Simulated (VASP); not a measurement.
# NaI (I4/mmm) in VASP: notebook

Runs on NaI. Level: r2SCAN. Tasks: single point.

Program: VASP 6.6.1. These are calculated values, not measurements. Logs are shortened: lines on timing, memory, paths and dates and some standing lists are left out, and cuts for length are marked.

## Step 1: The cell of the first run

The structure is tetragonal, space group I4/mmm (No. 139). Conventional cell: a = 4.706 Å, b = 4.706 Å, c = 6.123 Å, α = 90.00°, β = 90.00°, γ = 90.00°. Na (site symmetry 4/mmm) has 6 I at 3.06 to 3.33 Å within 4.0 Å. I (site symmetry 4/mmm) has 6 Na at 3.06 to 3.33 Å within 4.0 Å.

## Step 2: Single point, r2SCAN

POSCAR reads:

```
NaI
1.0
    0.0000000000      3.3276138002      3.0614046961
    3.3276138002      0.0000000000      3.0614046961
    3.3276138002      3.3276138002      0.0000000000
Na I
1 1
Direct
    0.0000000000      0.0000000000      0.0000000000
    0.5000000000      0.5000000000      0.5000000000
```

INCAR.step1 reads:

```
SYSTEM = NaI
ALGO = Normal ; EDIFF = 1E-4
ENCUT = 520 ; GGA = PE
ISMEAR = 0 ; LASPH = .TRUE.
LCHARG = .FALSE. ; LREAL = .FALSE.
LWAVE = .TRUE. ; NBANDS = 14
NELM = 100 ; PREC = Accurate
SIGMA = 0.05
```

INCAR.step2 reads:

```
SYSTEM = NaI
ALGO = Normal ; EDIFF = 1E-6
ENCUT = 520 ; ISIF = 2
ISMEAR = 0 ; ISTART = 1
LASPH = .TRUE. ; LCHARG = .TRUE.
LELF = .TRUE. ; LMIXTAU = .TRUE.
LREAL = .FALSE. ; LVHAR = .TRUE.
LWAVE = .FALSE. ; METAGGA = R2SCAN
NBANDS = 14 ; NELM = 100
PREC = Accurate ; SIGMA = 0.05
```

KPOINTS reads:

```
k-points
0
G
  8 8 8
  0 0 0
```

Potentials or basis: VASP PAW PBE potentials, release 64 (Na_pv, I).

Started as:

```console
> cat potpaw_PBE.64/Na_pv/POTCAR potpaw_PBE.64/I/POTCAR > POTCAR
> cp INCAR.step1 INCAR
> mpirun -np 1 vasp_std > vasp.out
> cp INCAR.step2 INCAR
> mpirun -np 1 vasp_std > vasp.out
```

OUTCAR:

```text
SYSTEM = NaI
   EDIFF = 1E-6
   ENCUT = 520
   ISIF = 2
   ISMEAR = 0
   ISTART = 1
   LASPH = .TRUE.
   LREAL = .FALSE.
   METAGGA = R2SCAN
   NELM = 100
   PREC = Accurate

 ion  position               nearest neighbor table
   1  0.000  0.000  0.000-   2 3.06   2 3.06
   2  0.500  0.500  0.500-   1 3.06   1 3.06

  LATTYP: Found a body centered tetragonal cell.
 ALAT       =     4.7059565666
 C/A-ratio  =     1.3010764773

  Lattice vectors:

 A1 = (   0.0000000000,  -3.3276138002,  -3.0614046961)
 A2 = (   0.0000000000,   3.3276138002,  -3.0614046961)
 A3 = (   3.3276138002,   0.0000000000,   3.0614046961)

Analysis of symmetry for initial positions (statically):
=====================================================================
 Subroutine PRICEL returns:
 Original cell was already a primitive cell.

 Routine SETGRP: Setting up the symmetry group for a
 body centered tetragonal supercell.

 Subroutine GETGRP returns: Found 16 space group operations
 (whereof 16 operations were pure point group operations)
 out of a pool of 16 trial point group operations.

The static configuration has the point symmetry D_4h.

Analysis of symmetry for dynamics (positions and initial velocities):
=====================================================================
 Subroutine PRICEL returns:
 Original cell was already a primitive cell.

 Routine SETGRP: Setting up the symmetry group for a
 body centered tetragonal supercell.

 Subroutine GETGRP returns: Found 16 space group operations
 (whereof 16 operations were pure point group operations)
 out of a pool of 16 trial point group operations.

The dynamic configuration has the point symmetry D_4h.

 Subroutine INISYM returns: Found 16 space group operations
 (whereof 16 operations are pure point group operations),
 and found     1 'primitive' translations

----------------------------------------------------------------------------------------

                                     Primitive cell

  volume of cell :      67.7980

  direct lattice vectors                    reciprocal lattice vectors
     0.000000000  3.327613800  3.061404696    -0.150257821  0.150257821  0.163323719
     3.327613800  0.000000000  3.061404696     0.150257821 -0.150257821  0.163323719
     3.327613800  3.327613800  0.000000000     0.150257821  0.150257821 -0.163323719

  length of vectors
     4.521638234  4.521638234  4.705956567     0.268010192  0.268010192  0.268010192

  position of ions in fractional coordinates (direct lattice)
     0.000000000  0.000000000  0.000000000
     0.500000000  0.500000000  0.500000000

  ion indices of the primitive-cell ions
   primitive index   ion index
                 1           1
                 2           2

----------------------------------------------------------------------------------------

 KPOINTS: k-points

Automatic generation of k-mesh.
 Grid dimensions read from file:
 generate k-points for:    8    8    8

 Generating k-lattice:

  Cartesian coordinates                     Fractional coordinates (reciprocal lattice)
    -0.018782228  0.018782228  0.020415465     0.125000000  0.000000000  0.000000000
     0.018782228 -0.018782228  0.020415465     0.000000000  0.125000000  0.000000000
     0.018782228  0.018782228 -0.020415465    -0.000000000 -0.000000000  0.125000000

  Length of vectors
     0.033501274  0.033501274  0.033501274

  Shift w.r.t. Gamma in fractional coordinates (k-lattice)
     0.000000000  0.000000000  0.000000000

 Subroutine IBZKPT returns following result:
 ===========================================

 Found     59 irreducible k-points:

 Following reciprocal coordinates:
            Coordinates               Weight
  0.000000  0.000000  0.000000      1.000000
  0.125000 -0.000000  0.000000      8.000000
  0.250000 -0.000000  0.000000      8.000000
  0.375000 -0.000000  0.000000      8.000000
  0.500000 -0.000000  0.000000      4.000000
  0.125000  0.125000  0.000000      2.000000
[... 16 lines left out ...]
  0.250000 -0.000000  0.125000     16.000000
  0.375000 -0.000000  0.125000     16.000000
 [... further k-points ...]
   k-points           NKPTS =     59   k-points in BZ     NKDIM =     59   number of bands    NBANDS=     14
   number of dos      NEDOS =    301   number of ions     NIONS =      2
   total plane-waves  NPLWV =  46656
   dimension x,y,z NGX =    36 NGY =   36 NGZ =   36
   dimension x,y,z NGXF=    72 NGYF=   72 NGZF=   72
   ions per type =               1   1
   NGX,Y,Z   is equivalent  to a cutoff of  13.24, 13.24, 12.72 a.u.
   NGXF,Y,Z  is equivalent  to a cutoff of  26.47, 26.47, 25.44 a.u.
 SYSTEM =  NaI
   PREC   = accura    normal or accurate (medium, high low for compatibility)
   ISTART =      1    job   : 0-new  1-cont  2-samecut
   ICHARG =      0    charge: 1-file 2-atom 10-const
   ISPIN  =      1    spin polarized calculation?
   LNONCOLLINEAR =      F non collinear calculations
   LSORBIT =      F    spin-orbit coupling
   LASPH  =      T    aspherical Exc in radial PAW
   ENCUT  =  520.0 eV  38.22 Ry    6.18 a.u.   8.41  8.41  8.75*2*pi/ulx,y,z
   NELM   =    100;   NELMIN=  2; NELMDL=  0     # of ELM steps
   EDIFF  = 0.1E-05   stopping-criterion for ELM
   LREAL  =      F    real-space projection
   EDIFFG = 0.1E-04   stopping-criterion for IOM
   NSW    =      0    number of steps for IOM
   IBRION =     -1    ionic relax: 0-MD 1-quasi-New 2-CG
   NFREE  =      0    steps in history (QN), initial steepest desc. (CG)
   ISIF   =      2    stress and relaxation
   ISYM   =      2    0-nonsym 1-usesym 2-fastsym
   POTIM  = 0.5000    time-step for ionic-motion
   TEBEG  =    0.0;   TEEND  =   0.0 temperature during run
   PSTRESS=    0.0 pullay stress
   NELECT =      14.0000    total number of electrons
   NUPDOWN=      -1.0000    fix difference up-down
   EMIN   =  10.00;   EMAX   =-10.00  energy-range for DOS
   EFERMI =   0.00;   METHOD = LEGACY
   ISMEAR =     0;   SIGMA  =   0.05  broadening in eV -4-tet -1-fermi 0-gaus
   EFERMI_NEDOS =   21; number of points for ismear=-14 and -15
   IALGO  =     38    algorithm
   IMIX   =      4    mixing-type and parameters
     AMIX     =   0.40;   BMIX     =  1.00
     AMIX_MAG =   1.60;   BMIX_MAG =  1.00
  volume/ion in A,a.u.               =      33.90       228.76
  Fermi-wavevector in a.u.,A,eV,Ry     =   0.967636  1.828567 12.739397  0.936319
  Thomas-Fermi vector in A             =   2.097538
   LORBIT       =      0    0 simple, 1 ext, 2 COOP (PROOUT), +10 PAW based schemes
   METAGGA = R2SCAN    functional components
   LHFCALC =     F    Hartree Fock is set to
   AEXX    =    0.0000 exact exchange contribution
   IVDW    =     0    specifies the selected vdW correction
   LEPSILON=     F    determine dielectric tensor
   LRPA    =     F    only Hartree local field effects (RPA)
 non-spin polarized calculation
 Gauss-broadening in eV      SIGMA  =   0.05
  energy-cutoff  :      520.00
  volume of cell :       67.80
 maximum number of plane-waves:      1852
 NGX is ok and might be reduce to    36

 number of electron      13.9999994 magnetization

 Free energy of the ion-electron system (eV)
  ---------------------------------------------------
  ext. energy  EPLUGINS =         0.00000000
  ---------------------------------------------------
  free energy    TOTEN  =       -31.05660672 eV

  energy without entropy =      -31.05660672  energy(sigma->0) =      -31.05660672

 E-fermi :   0.7261     XC(G=0):  -8.0603

 val. band max:        0.5120596964   @ k =   0.0000   0.0000   0.0000
 cond. band min:       4.9209934500   @ k =   0.0000   0.0000   0.0000
 fundamental gap:      4.4089337537
 Fermi energy:         0.7260894205

 k-point     1 :       0.0000    0.0000    0.0000
  band No.  band energies     occupation
      1     -22.7650      2.00000
      2     -22.7649      2.00000
      3     -22.7596      2.00000
      4     -10.8769      2.00000
      5       0.3899      2.00000
      6       0.5121      2.00000
      7       0.5121      2.00000
      8       4.9210      0.00000
      9       8.8064      0.00000
     10       8.8064      0.00000
     11       9.3415      0.00000
     12      10.3496      0.00000
     13      11.2192      0.00000
     14      11.6346      0.00000

 k-point     2 :       0.1250   -0.0000    0.0000
  band No.  band energies     occupation
      1     -22.7653      2.00000
      2     -22.7651      2.00000
      3     -22.7599      2.00000
      4     -10.8309      2.00000
      5       0.0186      2.00000
      6       0.4134      2.00000
      7       0.4475      2.00000
      8       5.4186      0.00000
      9       8.5897      0.00000
     10       8.9353      0.00000
     11       9.3514      0.00000
     12      10.0986      0.00000
     13      10.7373      0.00000
     14      12.2813      0.00000

 k-point     3 :       0.2500   -0.0000    0.0000
  band No.  band energies     occupation
      1     -22.7666      2.00000
      2     -22.7653      2.00000
      3     -22.7604      2.00000
      4     -10.7153      2.00000
      5      -0.8040      2.00000
      6       0.3001      2.00000
      7       0.3344      2.00000
      8       6.1218      0.00000
      9       8.6146      0.00000
     10       8.7320      0.00000
     11       9.4204      0.00000
     12      10.6094      0.00000
     13      10.7113      0.00000
     14      11.9446      0.00000
[... 324 lines left out ...]
 k-point    23 :       0.2500   -0.0000    0.1250
  band No.  band energies     occupation
      1     -22.7664      2.00000
      2     -22.7653      2.00000
      3     -22.7603      2.00000
      4     -10.7336      2.00000
      5      -0.5531      2.00000
      6       0.1804      2.00000
      7       0.2876      2.00000
      8       6.2877      0.00000
      9       7.9796      0.00000
     10       8.6339      0.00000
     11       9.6793      0.00000
     12      10.1386      0.00000
     13      11.2691      0.00000
     14      12.9329      0.00000

 k-point    24 :       0.3750   -0.0000    0.1250
  band No.  band energies     occupation
      1     -22.7677      2.00000
      2     -22.7656      2.00000
      3     -22.7608      2.00000
      4     -10.6138      2.00000
      5      -1.2166      2.00000
      6       0.0496      2.00000
      7       0.1545      2.00000
      8       6.6014      0.00000
      9       8.1047      0.00000
     10       8.7006      0.00000
     11       9.4251      0.00000
     12      11.3327      0.00000
     13      12.2236      0.00000
     14      12.5130      0.00000

 [... further k-points ...]

------------------------ aborting loop because EDIFF is reached ----------------------------------------

  FORCE on cell =-STRESS in cart. coord.  units (eV):
  Direction    XX          YY          ZZ          XY          YZ          ZX
  --------------------------------------------------------------------------------------
  -------------------------------------------------------------------------------------
  Total       -0.3425051     -0.3425051      0.7998333      0.0000000     -0.0000000      0.0000000
  in kB       -8.0939602     -8.0939602     18.9013797      0.0000000     -0.0000000      0.0000000
  external PRESSURE =       0.9044864 kB  Pullay stress =       0.0000000 kB

 VOLUME and BASIS-vectors are now :
 -----------------------------------------------------------------------------
  energy-cutoff  :      520.00
  volume of cell :       67.80
      direct lattice vectors                 reciprocal lattice vectors
     0.000000000  3.327613800  3.061404696    -0.150257821  0.150257821  0.163323719
     3.327613800  0.000000000  3.061404696     0.150257821 -0.150257821  0.163323719
     3.327613800  3.327613800  0.000000000     0.150257821  0.150257821 -0.163323719

 POSITION                                       TOTAL-FORCE (eV/Angst)
 -----------------------------------------------------------------------------------
      0.00000      0.00000      0.00000        -0.000000     -0.000000     -0.000000
      3.32761      3.32761      3.06140         0.000000      0.000000      0.000000
 -----------------------------------------------------------------------------------
    total drift:                                0.000000      0.000000      0.000000

  FREE ENERGIE OF THE ION-ELECTRON SYSTEM (eV)
  ---------------------------------------------------
  free  energy   TOTEN  =       -31.0566067186 eV

  energy  without entropy=      -31.0566067186  energy(sigma->0) =      -31.05660672
```

Run time: 6.7 min. Hardware: 1 thread of AMD EPYC 7R43 (Zen 3), shared host; peak memory 0.2 GiB.

What came out:

- Free energy: -31.0566 eV
- Pressure: 0.1 GPa
- Band gap on the k mesh: 4.41 eV

Caveat: the PAW data sets were made with another functional, which shifts forces and pressure a little; spin-orbit coupling is left out, which moves the levels of the heavy elements.

## Step 3: Single point, r2SCAN

This run uses another cell than the first one, of the same volume but with other edges.

POSCAR reads:

```
NaI
1.0
    0.0000000000      3.1351955264      3.4487150791
    3.1351955264      0.0000000000      3.4487150791
    3.1351955264      3.1351955264      0.0000000000
Na I
1 1
Direct
    0.0000000000      0.0000000000      0.0000000000
    0.5000000000      0.5000000000      0.5000000000
```

INCAR.step1 reads:

```
SYSTEM = NaI
  PREC = Accurate
  ENCUT = 520
  ISMEAR = 0
  SIGMA = 0.05
  LREAL = .FALSE.
  LASPH = .TRUE.
  NELM = 60
  NBANDS = 14
  GGA = PE
  ALGO = Normal
  EDIFF = 1E-4
  LWAVE = .TRUE.
  LCHARG = .FALSE.
```

INCAR.step2 reads:

```
SYSTEM = NaI
  PREC = Accurate
  ENCUT = 520
  EDIFF = 1E-6
  ISMEAR = 0
  SIGMA = 0.05
  LREAL = .FALSE.
  LASPH = .TRUE.
  NELM = 60
  ALGO = Normal
  ISIF = 2
  LWAVE = .FALSE.
  LCHARG = .FALSE.
  METAGGA = R2SCAN
  LMIXTAU = .TRUE.
  NBANDS = 14
  ISTART = 1
```

KPOINTS reads:

```
Automatic mesh
0
G
  8 8 8
  0 0 0
```

Potentials or basis: VASP PAW PBE potentials, release 64 (Na_pv, I).

Started as:

```console
> cat potpaw_PBE.64/Na_pv/POTCAR potpaw_PBE.64/I/POTCAR > POTCAR
> cp INCAR.step1 INCAR
> mpirun -np 1 vasp_std > vasp.out
> cp INCAR.step2 INCAR
> mpirun -np 1 vasp_std > vasp.out
```

Run time: 4.9 min. Hardware: 1 thread of AMD EPYC 7R43 (Zen 3), shared host; peak memory 0.21 GiB.

The run converged. Its results:

* Free energy: -31.0548 eV
* Pressure: 0.2 GPa
* Band gap on the k mesh: 4.41 eV

Stress tensor (GPa, compression positive):
```
 0.91  0.00  0.00
 0.00  0.91  0.00
 0.00  0.00 -1.29
```

Levels at points of the mesh, in eV from the valence-band top:
```csv
k point,band 5,band 6,band 7,band 8,band 9,band 10
"(0.00, 0.00, 0.00)",-0.06,-0.06,0.00,4.41,8.06,8.69
"(0.50, 0.00, 0.00)",-2.24,-0.43,-0.25,5.63,7.77,8.44
"(0.50, 0.50, 0.00)",-1.97,-0.64,-0.64,5.35,6.16,10.21
"(0.50, 0.00, 0.50)",-1.97,-1.06,-0.68,5.18,5.94,10.87
```

Caveat: the PAW data sets were made with another functional, which shifts forces and pressure a little; spin-orbit coupling is left out, which moves the levels of the heavy elements.
